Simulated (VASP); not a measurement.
# AlN (Cm) in VASP: further runs

AlN is run at these levels: PBE; tasks: single point.

Everything below comes from runs of VASP 6.6.1. Logs are shortened: lines on timing, memory, paths and dates and some standing lists are left out, and cuts for length are marked.

## 1. The cell of the first run

The structure is monoclinic, space group Cm (No. 8). The conventional cell has a = 5.350 Å, b = 3.089 Å, c = 3.089 Å, α = 90.00°, β = 125.26°, γ = 90.00°. Al (site symmetry m) has 3 N at 1.55 to 1.94 Å within 2.1 Å. Within 2.1 Å of N (site symmetry m) lie 3 Al at 1.55 to 1.94 Å.

## 2. Single point, PBE

File INCAR:

```
SYSTEM = AlN
PREC = Accurate
ENCUT = 520
EDIFF = 1E-7
ISMEAR = 0
SIGMA = 0.05
LREAL = .FALSE.
LASPH = .TRUE.
NELM = 100
ALGO = Normal
ISIF = 2
LWAVE = .FALSE.
LCHARG = .TRUE.
GGA = PE
LELF = .TRUE.
LVHAR = .TRUE.
NBANDS = 11
```

File KPOINTS:

```
Automatic mesh
0
Gamma
  10 10 10
  0.5 0.5 0.5
```

File POSCAR:

```
AlN
1.0
    0.0000000000      2.1839935596      2.1839935596
    2.1839935596      0.0000000000      2.1839935596
    2.1839935596      2.1839935596      0.0000000000
Al N
1 1
Direct
    0.0000000000      0.0000000000     -0.1456955082
    0.7500000000      0.7500000000      0.7500000000
```

Potentials or basis: VASP PAW PBE potentials, release 64 (Al, N).

Launch:

```bash
> cat potpaw_PBE.64/Al/POTCAR potpaw_PBE.64/N/POTCAR > POTCAR
> mpirun -np 1 vasp_std > vasp.out
```

OUTCAR:

```text
SYSTEM = AlN
   PREC = Accurate
   ENCUT = 520
   EDIFF = 1E-7
   ISMEAR = 0
   LREAL = .FALSE.
   LASPH = .TRUE.
   NELM = 100
   ISIF = 2
   GGA = PE

 ion  position               nearest neighbor table
   1  0.000  0.000  0.854-   2 1.55   2 1.94   2 1.94   2 2.27
   2  0.750  0.750  0.750-   1 1.55   1 1.94   1 1.94   1 2.27

  LATTYP: Found a face centered cubic cell.
 ALAT       =     4.3679871192

  Lattice vectors:

 A1 = (   0.0000000000,   2.1839935596,   2.1839935596)
 A2 = (   2.1839935596,   0.0000000000,   2.1839935596)
 A3 = (   2.1839935596,   2.1839935596,   0.0000000000)

Analysis of symmetry for initial positions (statically):
=====================================================================
 Subroutine PRICEL returns:
 Original cell was already a primitive cell.

 Routine SETGRP: Setting up the symmetry group for a
 face centered cubic supercell.

 Subroutine GETGRP returns: Found  2 space group operations
 (whereof  2 operations were pure point group operations)
 out of a pool of 48 trial point group operations.

The static configuration has the point symmetry C_1h.

Analysis of symmetry for dynamics (positions and initial velocities):
=====================================================================
 Subroutine PRICEL returns:
 Original cell was already a primitive cell.

 Routine SETGRP: Setting up the symmetry group for a
 face centered cubic supercell.

 Subroutine GETGRP returns: Found  2 space group operations
 (whereof  2 operations were pure point group operations)
 out of a pool of 48 trial point group operations.

The dynamic configuration has the point symmetry C_1h.

 Subroutine INISYM returns: Found  2 space group operations
 (whereof  2 operations are pure point group operations),
 and found     1 'primitive' translations

----------------------------------------------------------------------------------------

                                     Primitive cell

  volume of cell :      20.8345

  direct lattice vectors                    reciprocal lattice vectors
     0.000000000  2.183993560  2.183993560    -0.228938404  0.228938404  0.228938404
     2.183993560  0.000000000  2.183993560     0.228938404 -0.228938404  0.228938404
     2.183993560  2.183993560  0.000000000     0.228938404  0.228938404 -0.228938404

  length of vectors
     3.088633312  3.088633312  3.088633312     0.396532948  0.396532948  0.396532948

  position of ions in fractional coordinates (direct lattice)
     0.000000000  0.000000000  0.854304492
     0.750000000  0.750000000  0.750000000

  ion indices of the primitive-cell ions
   primitive index   ion index
                 1           1
                 2           2

----------------------------------------------------------------------------------------

 KPOINTS: Automatic mesh

Automatic generation of k-mesh.
 Grid dimensions read from file:
 generate k-points for:   10   10   10

 Generating k-lattice:

  Cartesian coordinates                     Fractional coordinates (reciprocal lattice)
    -0.022893840  0.022893840  0.022893840     0.100000000  0.000000000  0.000000000
     0.022893840 -0.022893840  0.022893840     0.000000000  0.100000000  0.000000000
     0.022893840  0.022893840 -0.022893840     0.000000000  0.000000000  0.100000000

  Length of vectors
     0.039653295  0.039653295  0.039653295

  Shift w.r.t. Gamma in fractional coordinates (k-lattice)
     0.500000000  0.500000000  0.500000000

 Subroutine IBZKPT returns following result:
 ===========================================

 Found   1050 irreducible k-points:

 Following reciprocal coordinates:
            Coordinates               Weight
  0.050000  0.050000  0.050000      2.000000
  0.050000  0.000000  0.000000      4.000000
  0.000000  0.000000 -0.050000      2.000000
  0.150000  0.050000  0.050000      4.000000
  0.050000  0.050000  0.150000      2.000000
  0.050000  0.000000 -0.100000      4.000000
[... 16 lines left out ...]
  0.000000  0.300000 -0.050000      4.000000
 -0.300000 -0.300000 -0.350000      2.000000
 [... further k-points ...]
   k-points           NKPTS =   1050   k-points in BZ     NKDIM =   1050   number of bands    NBANDS=     11
   number of dos      NEDOS =    301   number of ions     NIONS =      2
   total plane-waves  NPLWV =  13824
   dimension x,y,z NGX =    24 NGY =   24 NGZ =   24
   dimension x,y,z NGXF=    48 NGYF=   48 NGZF=   48
   ions per type =               1   1
   NGX,Y,Z   is equivalent  to a cutoff of  12.92, 12.92, 12.92 a.u.
   NGXF,Y,Z  is equivalent  to a cutoff of  25.84, 25.84, 25.84 a.u.
 SYSTEM =  AlN
   PREC   = accura    normal or accurate (medium, high low for compatibility)
   ISTART =      0    job   : 0-new  1-cont  2-samecut
   ICHARG =      2    charge: 1-file 2-atom 10-const
   ISPIN  =      1    spin polarized calculation?
   LNONCOLLINEAR =      F non collinear calculations
   LSORBIT =      F    spin-orbit coupling
   LASPH  =      T    aspherical Exc in radial PAW
   ENCUT  =  520.0 eV  38.22 Ry    6.18 a.u.   5.74  5.74  5.74*2*pi/ulx,y,z
   NELM   =    100;   NELMIN=  2; NELMDL= -5     # of ELM steps
   EDIFF  = 0.1E-06   stopping-criterion for ELM
   LREAL  =      F    real-space projection
   EDIFFG = 0.1E-05   stopping-criterion for IOM
   NSW    =      0    number of steps for IOM
   IBRION =     -1    ionic relax: 0-MD 1-quasi-New 2-CG
   NFREE  =      0    steps in history (QN), initial steepest desc. (CG)
   ISIF   =      2    stress and relaxation
   ISYM   =      2    0-nonsym 1-usesym 2-fastsym
   POTIM  = 0.5000    time-step for ionic-motion
   TEBEG  =    0.0;   TEEND  =   0.0 temperature during run
   PSTRESS=    0.0 pullay stress
   NELECT =       8.0000    total number of electrons
   NUPDOWN=      -1.0000    fix difference up-down
   EMIN   =  10.00;   EMAX   =-10.00  energy-range for DOS
   EFERMI =   0.00;   METHOD = LEGACY
   ISMEAR =     0;   SIGMA  =   0.05  broadening in eV -4-tet -1-fermi 0-gaus
   EFERMI_NEDOS =   21; number of points for ismear=-14 and -15
   IALGO  =     38    algorithm
   IMIX   =      4    mixing-type and parameters
     AMIX     =   0.40;   BMIX     =  1.00
     AMIX_MAG =   1.60;   BMIX_MAG =  1.00
  volume/ion in A,a.u.               =      10.42        70.30
  Fermi-wavevector in a.u.,A,eV,Ry     =   1.189899  2.248583 19.263943  1.415860
  Thomas-Fermi vector in A             =   2.325996
   LORBIT       =      0    0 simple, 1 ext, 2 COOP (PROOUT), +10 PAW based schemes
   GGA     = PE    functional components
   LHFCALC =     F    Hartree Fock is set to
   AEXX    =    0.0000 exact exchange contribution
   IVDW    =     0    specifies the selected vdW correction
   LEPSILON=     F    determine dielectric tensor
   LRPA    =     F    only Hartree local field effects (RPA)
 non-spin polarized calculation
 Gauss-broadening in eV      SIGMA  =   0.05
  energy-cutoff  :      520.00
  volume of cell :       20.83
 maximum number of plane-waves:       571
   NGX = 11   NGY = 11   NGZ = 11

 number of electron       8.0000000 magnetization

 Free energy of the ion-electron system (eV)
  ---------------------------------------------------
  ext. energy  EPLUGINS =         0.00000000
  ---------------------------------------------------
  free energy    TOTEN  =       -13.09960522 eV

  energy without entropy =      -13.09960522  energy(sigma->0) =      -13.09960522

 E-fermi :   7.0724     XC(G=0): -10.9095

 val. band max:        6.7790786977   @ k =   0.0500   0.0500   0.0500
 cond. band min:       9.2776873296   @ k =  -0.4500   0.5000   0.0000
 fundamental gap:      2.4986086318
 Fermi energy:         7.0724476841

 k-point     1 :       0.0500    0.0500    0.0500
  band No.  band energies     occupation
      1      -9.0231      2.00000
      2       4.7309      2.00000
      3       5.8848      2.00000
      4       6.7791      2.00000
      5       9.8946      0.00000
      6      18.3555      0.00000
      7      18.4921      0.00000
      8      19.0746      0.00000
      9      22.5051      0.00000
     10      22.7356      0.00000
     11      24.5789      0.00000

 k-point     2 :       0.0500    0.0000    0.0000
  band No.  band energies     occupation
      1      -9.0240      2.00000
      2       4.8290      2.00000
      3       5.7574      2.00000
      4       6.7670      2.00000
      5       9.9369      0.00000
      6      18.0322      0.00000
      7      18.5910      0.00000
      8      19.2811      0.00000
      9      22.6588      0.00000
     10      22.9268      0.00000
     11      24.2038      0.00000

 k-point     3 :       0.0000    0.0000   -0.0500
  band No.  band energies     occupation
      1      -9.0250      2.00000
      2       4.8666      2.00000
      3       5.8824      2.00000
      4       6.5318      2.00000
      5      10.0094      0.00000
      6      18.3607      0.00000
      7      18.4066      0.00000
      8      19.0403      0.00000
      9      22.9385      0.00000
     10      22.9573      0.00000
     11      23.8685      0.00000

 k-point     4 :       0.1500    0.0500    0.0500
  band No.  band energies     occupation
      1      -8.8306      2.00000
      2       4.1961      2.00000
      3       5.4831      2.00000
      4       6.7258      2.00000
      5      10.5753      0.00000
      6      17.2877      0.00000
      7      18.6959      0.00000
      8      19.6020      0.00000
      9      21.3216      0.00000
     10      22.4995      0.00000
     11      24.3393      0.00000
[... 239 lines left out ...]
 k-point    22 :       0.0500   -0.3000    0.0000
  band No.  band energies     occupation
      1      -7.7788      2.00000
      2       1.5828      2.00000
      3       4.8183      2.00000
      4       6.2960      2.00000
      5      12.4682      0.00000
      6      15.4966      0.00000
      7      17.3142      0.00000
      8      18.8195      0.00000
      9      22.3179      0.00000
     10      23.7316      0.00000
     11      24.5419      0.00000

 k-point    23 :       0.0000    0.3000   -0.0500
  band No.  band energies     occupation
      1      -7.7835      2.00000
      2       1.6134      2.00000
      3       4.9852      2.00000
      4       6.0199      2.00000
      5      12.5178      0.00000
      6      15.6166      0.00000
      7      17.4461      0.00000
      8      18.6977      0.00000
      9      21.9797      0.00000
     10      23.1799      0.00000
     11      25.4704      0.00000

 k-point    24 :      -0.3000   -0.3000   -0.3500
  band No.  band energies     occupation
      1      -7.7504      2.00000
      2       1.2889      2.00000
      3       5.6936      2.00000
      4       5.9953      2.00000
      5      12.3221      0.00000
      6      15.7069      0.00000
      7      17.8302      0.00000
      8      18.4083      0.00000
      9      21.6381      0.00000
     10      23.2602      0.00000
     11      23.9359      0.00000

 [... further k-points ...]
[... 5 lines left out ...]
  --------------------------------------------------------------------------------------
  -------------------------------------------------------------------------------------
  Total        2.8146392      2.8146392      7.1157540      3.4550676      4.7094818      4.7094819
  in kB      216.4458492    216.4458492    547.2017194    265.6948146    362.1593060    362.1593173
  external PRESSURE =     326.6978059 kB  Pullay stress =       0.0000000 kB

 VOLUME and BASIS-vectors are now :
 -----------------------------------------------------------------------------
  energy-cutoff  :      520.00
  volume of cell :       20.83
      direct lattice vectors                 reciprocal lattice vectors
     0.000000000  2.183993560  2.183993560    -0.228938404  0.228938404  0.228938404
     2.183993560  0.000000000  2.183993560     0.228938404 -0.228938404  0.228938404
     2.183993560  2.183993560  0.000000000     0.228938404  0.228938404 -0.228938404

 POSITION                                       TOTAL-FORCE (eV/Angst)
 -----------------------------------------------------------------------------------
      1.86580      1.86580      0.00000         6.221173      6.221173      7.255710
      3.27599      3.27599      3.27599        -6.221173     -6.221173     -7.255710
 -----------------------------------------------------------------------------------
    total drift:                                0.000085      0.000085     -0.000030

  FREE ENERGIE OF THE ION-ELECTRON SYSTEM (eV)
  ---------------------------------------------------
  free  energy   TOTEN  =       -13.0996052172 eV

  energy  without entropy=      -13.0996052172  energy(sigma->0) =      -13.09960522
```

Wall time 97 s (1 thread of Intel Xeon Platinum 8488C (Sapphire Rapids), shared host); peak memory 0.33 GiB.

Results:

| Quantity | Value |
| --- | --- |
| Free energy | -13.0996 eV |
| Pressure | 32.7 GPa |
| Largest force | 11.404 eV/Å |
| Band gap on the k mesh | 2.50 eV, indirect (least direct gap 3.12 eV) |

Forces in eV/Å, atoms in the order of the input:
```
Al   6.221  6.221  7.256
N   -6.221 -6.221 -7.256
```

Stress tensor (GPa, compression positive):
```
21.64 26.57 36.22
26.57 21.64 36.22
36.22 36.22 54.72
```

Levels at points of the mesh, in eV from the valence-band top:
```csv
k point,band 1,band 2,band 3,band 4,band 5,band 6,band 7,band 8,band 9
"(0.05, 0.05, 0.05)",-15.80,-2.05,-0.89,0.00,3.12,11.58,11.71,12.30,15.73
```

Caveat: forces of over 1 eV/Å act on the atoms, so gaps and moduli don't describe the material at rest.

## 3. Single point, PBE (atom 1 (Al) moved by (-0.450, +0.000) A along [1 1 0] and z)

File INCAR:

```
PREC = Accurate
ENCUT = 520
EDIFF = 1E-7
ISMEAR = 0
SIGMA = 0.05
LREAL = False
LASPH = True
NELM = 60
ALGO = Normal
ISIF = 2
LWAVE = False
LCHARG = False
GGA = PE
NBANDS = 11
```

File KPOINTS:

```
regular mesh
0
Gamma
  10 10 10
```

POSCAR is that of step 2.

Potentials or basis: VASP PAW PBE potentials, release 64 (Al, N).

Launch:

```bash
> cat potpaw_PBE.64/Al/POTCAR potpaw_PBE.64/N/POTCAR > POTCAR
> mpirun -np 1 vasp_std > vasp.out
```

OUTCAR:

```text
PREC = Accurate
   ENCUT = 520
   EDIFF = 1E-7
   ISMEAR = 0
   LREAL = False
   LASPH = True
   NELM = 60
   ISIF = 2
   GGA = PE

 ion  position               nearest neighbor table
   1  0.000  0.000  0.854-   2 1.55   2 1.94   2 1.94   2 2.27
   2  0.750  0.750  0.750-   1 1.55   1 1.94   1 1.94   1 2.27

  LATTYP: Found a face centered cubic cell.
 ALAT       =     4.3679871192

  Lattice vectors:

 A1 = (   0.0000000000,   2.1839935596,   2.1839935596)
 A2 = (   2.1839935596,   0.0000000000,   2.1839935596)
 A3 = (   2.1839935596,   2.1839935596,   0.0000000000)

Analysis of symmetry for initial positions (statically):
=====================================================================
 Subroutine PRICEL returns:
 Original cell was already a primitive cell.

 Routine SETGRP: Setting up the symmetry group for a
 face centered cubic supercell.

 Subroutine GETGRP returns: Found  2 space group operations
 (whereof  2 operations were pure point group operations)
 out of a pool of 48 trial point group operations.

The static configuration has the point symmetry C_1h.

Analysis of symmetry for dynamics (positions and initial velocities):
[... 163 lines left out ...]
 fundamental gap:      2.3265005545
 Fermi energy:         7.0094651313

 k-point     1 :       0.0000    0.0000    0.0000
  band No.  band energies     occupation
      1      -9.0604      2.00000
      2       4.8924      2.00000
      3       5.8951      2.00000
      4       6.8085      2.00000
      5       9.7523      0.00000
      6      18.4167      0.00000
      7      18.6239      0.00000
      8      18.8937      0.00000
      9      23.0887      0.00000
     10      23.1280      0.00000
     11      23.9745      0.00000
[... 309 lines left out ...]
 k-point    24 :       0.1000   -0.1000   -0.1000
  band No.  band energies     occupation
      1      -8.5500      2.00000
      2       3.8283      2.00000
      3       4.8948      2.00000
      4       6.1940      2.00000
      5      11.5847      0.00000
      6      16.3579      0.00000
      7      18.3860      0.00000
      8      19.2333      0.00000
      9      21.0066      0.00000
     10      23.7749      0.00000
     11      24.9995      0.00000

 [... further k-points ...]
[... 5 lines left out ...]
  --------------------------------------------------------------------------------------
  -------------------------------------------------------------------------------------
  Total        2.8146809      2.8146809      7.1157715      3.4550709      4.7093850      4.7093852
  in kB      216.4490536    216.4490536    547.2030632    265.6950640    362.1518632    362.1518746
  external PRESSURE =     326.7003902 kB  Pullay stress =       0.0000000 kB

 VOLUME and BASIS-vectors are now :
 -----------------------------------------------------------------------------
  energy-cutoff  :      520.00
  volume of cell :       20.83
      direct lattice vectors                 reciprocal lattice vectors
     0.000000000  2.183993560  2.183993560    -0.228938404  0.228938404  0.228938404
     2.183993560  0.000000000  2.183993560     0.228938404 -0.228938404  0.228938404
     2.183993560  2.183993560  0.000000000     0.228938404  0.228938404 -0.228938404

 POSITION                                       TOTAL-FORCE (eV/Angst)
 -----------------------------------------------------------------------------------
      1.86580      1.86580      0.00000         6.221181      6.221181      7.255682
      3.27599      3.27599      3.27599        -6.221181     -6.221181     -7.255682
 -----------------------------------------------------------------------------------
    total drift:                                0.000085      0.000085     -0.000029

  FREE ENERGIE OF THE ION-ELECTRON SYSTEM (eV)
  ---------------------------------------------------
  free  energy   TOTEN  =       -13.0995952888 eV

  energy  without entropy=      -13.0995952888  energy(sigma->0) =      -13.09959529
```

OSZICAR:

```text
N       E                     dE             d eps       ncg     rms          rms(c)
DAV:   1     0.140382572425E+02    0.14038E+02   -0.39753E+03  6284   0.622E+02
DAV:   2    -0.152331771500E+02   -0.29271E+02   -0.28260E+02  7426   0.140E+02
DAV:   3    -0.162078394805E+02   -0.97466E+00   -0.97354E+00  7592   0.251E+01
DAV:   4    -0.162125908586E+02   -0.47514E-02   -0.47511E-02  6972   0.193E+00
DAV:   5    -0.162126432500E+02   -0.52391E-04   -0.52391E-04  7502   0.200E-01    0.992E+00
DAV:   6    -0.131437366248E+02    0.30689E+01   -0.15238E+01  7095   0.196E+01    0.319E+00
DAV:   7    -0.131152768654E+02    0.28460E-01   -0.22458E-01  6978   0.379E+00    0.228E+00
DAV:   8    -0.131004566838E+02    0.14820E-01   -0.45717E-02  6864   0.182E+00    0.388E-01
DAV:   9    -0.130994951714E+02    0.96151E-03   -0.69404E-03  7341   0.536E-01    0.182E-01
DAV:  10    -0.130995638846E+02   -0.68713E-04   -0.60026E-04  6993   0.183E-01    0.572E-02
DAV:  11    -0.130995950830E+02   -0.31198E-04   -0.68048E-05  7251   0.660E-02    0.441E-02
DAV:  12    -0.130995953873E+02   -0.30431E-06   -0.31930E-06  7269   0.121E-02    0.182E-02
DAV:  13    -0.130995952888E+02    0.98460E-07   -0.71863E-07  7047   0.586E-03
   1 F= -.13099595E+02 E0= -.13099595E+02  d E =-.270918E-11
```

It took 18 s on 1 thread of Intel Xeon 6975P-C (Granite Rapids), shared host; peak memory 0.18 GiB.

What came out:

```
Free energy            : -13.0996 eV
Pressure               : 32.7 GPa
Largest force          : 11.404 eV/Å
Band gap on the k mesh : 2.33 eV, indirect (least direct gap 2.94 eV)
```

Forces on the atoms (eV/Å):
```
Al   6.221  6.221  7.256
N   -6.221 -6.221 -7.256
```

Caveat: the cell differs from its parent crystal (atom 1 (Al) moved by (-0.450, +0.000) A along [1 1 0] and z); forces of over 1 eV/Å act on the atoms, so gaps and moduli don't describe the material at rest. A k mesh can miss the band edges.

(Part 1 of 2 ends here.)
